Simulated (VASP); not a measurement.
# HfN (P-62m) in VASP: single point with PBEsol

Aim: the single point of HfN with PBEsol.

All numbers are computed with VASP 6.6.1; they aren't measurements. Logs are shortened: lines on timing, memory, paths and dates and some standing lists are left out, and cuts for length are marked.

### Step 1. The cell of the first run

It takes space group P-62m (No. 189, hexagonal). Conventional cell: a = 5.300 Å, b = 5.300 Å, c = 2.970 Å, α = 90.00°, β = 90.00°, γ = 120.00°. Hf (site symmetry -6) has 6 N at 2.21 Å and 5 Hf at 2.97 to 3.06 Å within 3.1 Å. Within 2.8 Å of Hf (site symmetry -62m) lie 3 N at 2.08 Å. N (site symmetry m2m) has 5 Hf at 2.08 to 2.21 Å and 6 N at 2.83 to 2.97 Å within 3.0 Å.

### Step 2. Single point, PBEsol (Ta replaced by Hf, lengths x 1.012, strained)

INCAR reads:

```
SYSTEM = HfN
PREC = Accurate
ENCUT = 520
EDIFF = 1E-6
ISMEAR = 0
SIGMA = 0.1
LREAL = .False.
LASPH = .True.
NELM = 80
ALGO = Normal
ISIF = 2
LWAVE = .False.
LCHARG = .False.
GGA = PS
NBANDS = 32
```

KPOINTS reads:

```
regular mesh
0
Gamma
  9 9 12
  0 0 0
```

POSCAR reads:

```
HfN
1.0
    5.3004521268      0.0000000000      0.0000000000
   -2.6502260634      4.5903261934      0.0000000000
    0.0000000000      0.0000000000      2.9695176226
Hf N
3 3
Direct
    0.3333333333      0.6666666667      0.5000000000
    0.6666666667      0.3333333333      0.5000000000
    0.0000000000      0.0000000000      0.0000000000
    0.3928500000      0.0000000000      0.0000000000
    0.6071500000      0.6071500000      0.0000000000
    0.0000000000      0.3928500000      0.0000000000
```

Potentials or basis: VASP PAW PBE potentials, release 64 (Hf_pv, N).

Launch:

```sh
> cat potpaw_PBE.64/Hf_pv/POTCAR potpaw_PBE.64/N/POTCAR > POTCAR
> mpirun -np 1 vasp_std > vasp.out
```

OUTCAR:

```text
SYSTEM = HfN
   PREC = Accurate
   ENCUT = 520
   EDIFF = 1E-6
   ISMEAR = 0
   LREAL = .False.
   LASPH = .True.
   NELM = 80
   ISIF = 2
   GGA = PS

 ion  position               nearest neighbor table
   1  0.333  0.667  0.500-   4 2.21   4 2.21   6 2.21   6 2.21   5 2.21   5 2.21   2 3.06   2 3.06
                             2 3.06   3 3.40   3 3.40   3 3.40   3 3.40   3 3.40   3 3.40
   2  0.667  0.333  0.500-   6 2.21   6 2.21   4 2.21   4 2.21   5 2.21   5 2.21   1 3.06   1 3.06
                             1 3.06   3 3.40   3 3.40   3 3.40   3 3.40   3 3.40   3 3.40
   3  0.000  0.000  0.000-   4 2.08   5 2.08   6 2.08   2 3.40   1 3.40   1 3.40   2 3.40   2 3.40
                             2 3.40   1 3.40   1 3.40   2 3.40   2 3.40   1 3.40   1 3.40
   4  0.393  0.000  0.000-   3 2.08   1 2.21   1 2.21   2 2.21   2 2.21
   5  0.607  0.607  0.000-   3 2.08   1 2.21   1 2.21   2 2.21   2 2.21
   6  0.000  0.393  0.000-   3 2.08   2 2.21   2 2.21   1 2.21   1 2.21

  LATTYP: Found a hexagonal cell.
 ALAT       =     5.3004521268
 C/A-ratio  =     0.5602385516

  Lattice vectors:

 A1 = (   5.3004521268,   0.0000000000,   0.0000000000)
 A2 = (  -2.6502260634,   4.5903261934,   0.0000000000)
 A3 = (   0.0000000000,   0.0000000000,   2.9695176226)

Analysis of symmetry for initial positions (statically):
=====================================================================
 Subroutine PRICEL returns:
 Original cell was already a primitive cell.

 Routine SETGRP: Setting up the symmetry group for a
 hexagonal supercell.

 Subroutine GETGRP returns: Found 12 space group operations
 (whereof 12 operations were pure point group operations)
 out of a pool of 24 trial point group operations.

The static configuration has the point symmetry D_3h.

Analysis of symmetry for dynamics (positions and initial velocities):
=====================================================================
 Subroutine PRICEL returns:
 Original cell was already a primitive cell.

 Routine SETGRP: Setting up the symmetry group for a
 hexagonal supercell.

 Subroutine GETGRP returns: Found 12 space group operations
 (whereof 12 operations were pure point group operations)
 out of a pool of 24 trial point group operations.

The dynamic configuration has the point symmetry D_3h.

 Subroutine INISYM returns: Found 12 space group operations
 (whereof 12 operations are pure point group operations),
 and found     1 'primitive' translations

----------------------------------------------------------------------------------------

                                     Primitive cell

  volume of cell :      72.2508

  direct lattice vectors                    reciprocal lattice vectors
     5.300452127  0.000000000  0.000000000     0.188663151  0.108924721  0.000000000
    -2.650226063  4.590326193  0.000000000     0.000000000  0.217849442  0.000000000
     0.000000000  0.000000000  2.969517623     0.000000000  0.000000000  0.336755031

  length of vectors
     5.300452127  5.300452127  2.969517623     0.217849442  0.217849442  0.336755031

  position of ions in fractional coordinates (direct lattice)
     0.333333333  0.666666667  0.500000000
     0.666666667  0.333333333  0.500000000
     0.000000000  0.000000000  0.000000000
     0.392850000  0.000000000  0.000000000
     0.607150000  0.607150000  0.000000000
     0.000000000  0.392850000  0.000000000

  ion indices of the primitive-cell ions
   primitive index   ion index
                 1           1
                 2           2
                 3           3
                 4           4
                 5           5
                 6           6

----------------------------------------------------------------------------------------

 KPOINTS: regular mesh

Automatic generation of k-mesh.
 Grid dimensions read from file:
 generate k-points for:    9    9   12

 Generating k-lattice:

  Cartesian coordinates                     Fractional coordinates (reciprocal lattice)
     0.020962572  0.012102747  0.000000000     0.111111111  0.000000000  0.000000000
     0.000000000  0.024205494  0.000000000     0.000000000  0.111111111  0.000000000
     0.000000000  0.000000000  0.028062919     0.000000000  0.000000000  0.083333333

  Length of vectors
     0.024205494  0.024205494  0.028062919

  Shift w.r.t. Gamma in fractional coordinates (k-lattice)
     0.000000000  0.000000000  0.000000000

 Subroutine IBZKPT returns following result:
 ===========================================

 Found     84 irreducible k-points:

 Following reciprocal coordinates:
            Coordinates               Weight
  0.000000  0.000000  0.000000      1.000000
  0.111111 -0.000000  0.000000      6.000000
  0.222222 -0.000000  0.000000      6.000000
  0.333333  0.000000  0.000000      6.000000
  0.444444 -0.000000  0.000000      6.000000
  0.111111  0.111111  0.000000      6.000000
[... 16 lines left out ...]
  0.333333  0.222222  0.083333     24.000000
  0.333333  0.333333  0.083333      4.000000
 [... further k-points ...]
   k-points           NKPTS =     84   k-points in BZ     NKDIM =     84   number of bands    NBANDS=     32
   number of dos      NEDOS =    301   number of ions     NIONS =      6
   total plane-waves  NPLWV =  38400
   dimension x,y,z NGX =    40 NGY =   40 NGZ =   24
   dimension x,y,z NGXF=    80 NGYF=   80 NGZF=   48
   ions per type =               3   3
   NGX,Y,Z   is equivalent  to a cutoff of  12.55, 12.55, 13.44 a.u.
   NGXF,Y,Z  is equivalent  to a cutoff of  25.09, 25.09, 26.87 a.u.
 SYSTEM =  HfN
   PREC   = accura    normal or accurate (medium, high low for compatibility)
   ISTART =      0    job   : 0-new  1-cont  2-samecut
   ICHARG =      2    charge: 1-file 2-atom 10-const
   ISPIN  =      1    spin polarized calculation?
   LNONCOLLINEAR =      F non collinear calculations
   LSORBIT =      F    spin-orbit coupling
   LASPH  =      T    aspherical Exc in radial PAW
   ENCUT  =  520.0 eV  38.22 Ry    6.18 a.u.   9.86  9.86  5.52*2*pi/ulx,y,z
   NELM   =     80;   NELMIN=  2; NELMDL= -5     # of ELM steps
   EDIFF  = 0.1E-05   stopping-criterion for ELM
   LREAL  =      F    real-space projection
   EDIFFG = 0.1E-04   stopping-criterion for IOM
   NSW    =      0    number of steps for IOM
   IBRION =     -1    ionic relax: 0-MD 1-quasi-New 2-CG
   NFREE  =      0    steps in history (QN), initial steepest desc. (CG)
   ISIF   =      2    stress and relaxation
   ISYM   =      2    0-nonsym 1-usesym 2-fastsym
   POTIM  = 0.5000    time-step for ionic-motion
   TEBEG  =    0.0;   TEEND  =   0.0 temperature during run
   PSTRESS=    0.0 pullay stress
   NELECT =      45.0000    total number of electrons
   NUPDOWN=      -1.0000    fix difference up-down
   EMIN   =  10.00;   EMAX   =-10.00  energy-range for DOS
   EFERMI =   0.00;   METHOD = LEGACY
   ISMEAR =     0;   SIGMA  =   0.10  broadening in eV -4-tet -1-fermi 0-gaus
   EFERMI_NEDOS =   21; number of points for ismear=-14 and -15
   IALGO  =     38    algorithm
   IMIX   =      4    mixing-type and parameters
     AMIX     =   0.40;   BMIX     =  1.00
     AMIX_MAG =   1.60;   BMIX_MAG =  1.00
  volume/ion in A,a.u.               =      12.04        81.26
  Fermi-wavevector in a.u.,A,eV,Ry     =   1.398078  2.641985 26.594266  1.954623
  Thomas-Fermi vector in A             =   2.521272
   LORBIT       =      0    0 simple, 1 ext, 2 COOP (PROOUT), +10 PAW based schemes
   GGA     = PS    functional components
   LHFCALC =     F    Hartree Fock is set to
   AEXX    =    0.0000 exact exchange contribution
   IVDW    =     0    specifies the selected vdW correction
   LEPSILON=     F    determine dielectric tensor
   LRPA    =     F    only Hartree local field effects (RPA)
 non-spin polarized calculation
 Gauss-broadening in eV      SIGMA  =   0.10
  energy-cutoff  :      520.00
  volume of cell :       72.25
 maximum number of plane-waves:      1969
 NGX is ok and might be reduce to    40
   NGX = 19   NGY = 19   NGZ = 11

 number of electron      44.9999999 magnetization

 Free energy of the ion-electron system (eV)
  ---------------------------------------------------
  ext. energy  EPLUGINS =         0.00000000
  ---------------------------------------------------
  free energy    TOTEN  =       -67.04537022 eV

  energy without entropy =      -67.02587475  energy(sigma->0) =      -67.03562249

 E-fermi :   6.4639     XC(G=0): -12.5716

 val. band max:        6.4574927706   @ k =   0.4444  -0.0000   0.0833
 cond. band min:       6.4719109957   @ k =   0.2222   0.1111   0.3333
 fundamental gap:      0.0144182251
 Fermi energy:         6.4638804247

 k-point     1 :       0.0000    0.0000    0.0000
  band No.  band energies     occupation
      1     -24.1355      2.00000
      2     -24.1355      2.00000
      3     -23.8148      2.00000
      4     -23.8148      2.00000
      5     -23.3998      2.00000
      6     -23.3998      2.00000
[... 24 lines left out ...]
     31      10.9352      0.00000
     32      12.5460      0.00000

 k-point     2 :       0.1111   -0.0000    0.0000
  band No.  band energies     occupation
      1     -24.1563      2.00000
      2     -24.1405      2.00000
      3     -23.7859      2.00000
      4     -23.7804      2.00000
      5     -23.4333      2.00000
      6     -23.4062      2.00000
[... 24 lines left out ...]
     31      11.6581      0.00000
     32      12.4928      0.00000
[... 733 lines left out ...]
     31      12.5697      0.00000
     32      12.7525      0.00000

 k-point    24 :       0.3333    0.3333    0.0833
  band No.  band energies     occupation
      1     -24.1721      2.00000
      2     -23.9805      2.00000
      3     -23.9805      2.00000
      4     -23.5314      2.00000
      5     -23.5101      2.00000
      6     -23.5101      2.00000
[... 24 lines left out ...]
     31      12.6919      0.00000
     32      12.6919      0.00000

 [... further k-points ...]

------------------------ aborting loop because EDIFF is reached ----------------------------------------

  FORCE on cell =-STRESS in cart. coord.  units (eV):
  Direction    XX          YY          ZZ          XY          YZ          ZX
  --------------------------------------------------------------------------------------
  -------------------------------------------------------------------------------------
  Total        4.8372733      4.8372733      2.9394309     -0.0000000     -0.0000000      0.0000000
  in kB      107.2676678    107.2676678     65.1825689     -0.0000000     -0.0000000      0.0000000
  external PRESSURE =      93.2393015 kB  Pullay stress =       0.0000000 kB

 VOLUME and BASIS-vectors are now :
 -----------------------------------------------------------------------------
  energy-cutoff  :      520.00
  volume of cell :       72.25
      direct lattice vectors                 reciprocal lattice vectors
     5.300452127  0.000000000  0.000000000     0.188663151  0.108924721  0.000000000
    -2.650226063  4.590326193  0.000000000     0.000000000  0.217849442  0.000000000
     0.000000000  0.000000000  2.969517623     0.000000000  0.000000000  0.336755031

 POSITION                                       TOTAL-FORCE (eV/Angst)
 -----------------------------------------------------------------------------------
     -0.00000      3.06022      1.48476        -0.000000     -0.000000      0.000000
      2.65023      1.53011      1.48476        -0.000000     -0.000000      0.000000
      0.00000      0.00000      0.00000        -0.000000     -0.000000      0.000000
      2.08228      0.00000      0.00000         0.704573     -0.000000     -0.000000
      1.60908      2.78702      0.00000        -0.352287     -0.610178      0.000000
     -1.04114      1.80331      0.00000        -0.352287      0.610178      0.000000
 -----------------------------------------------------------------------------------
    total drift:                               -0.000001     -0.000001      0.000000

  FREE ENERGIE OF THE ION-ELECTRON SYSTEM (eV)
  ---------------------------------------------------
  free  energy   TOTEN  =       -67.0453702218 eV

  energy  without entropy=      -67.0258747533  energy(sigma->0) =      -67.03562249
```

It took 2.2 min on 1 thread of AMD EPYC 7R13 (Zen 3), shared host; peak memory 0.26 GiB.

What came out:

```
Free energy            : -67.0454 eV
Pressure               : 9.3 GPa
Largest force          : 0.705 eV/Å
Band gap on the k mesh : zero (an odd number of electrons rules out a gap without spin polarisation)
```

Forces in eV/Å, atoms in the order of the input:
```
Hf   0.000  0.000  0.000
Hf   0.000  0.000  0.000
Hf   0.000  0.000  0.000
N    0.705  0.000  0.000
N   -0.352 -0.610  0.000
N   -0.352  0.610  0.000
```

Stress tensor (GPa, compression positive):
```
10.73  0.00  0.00
 0.00 10.73  0.00
 0.00  0.00  6.52
```

Caveat: the cell differs from its parent crystal (Ta replaced by Hf, lengths x 1.012, strained); the cell stands under pressure; the PAW data sets were made with another functional, which shifts forces and pressure a little; spin-orbit coupling is left out, which moves the levels of the heavy elements.
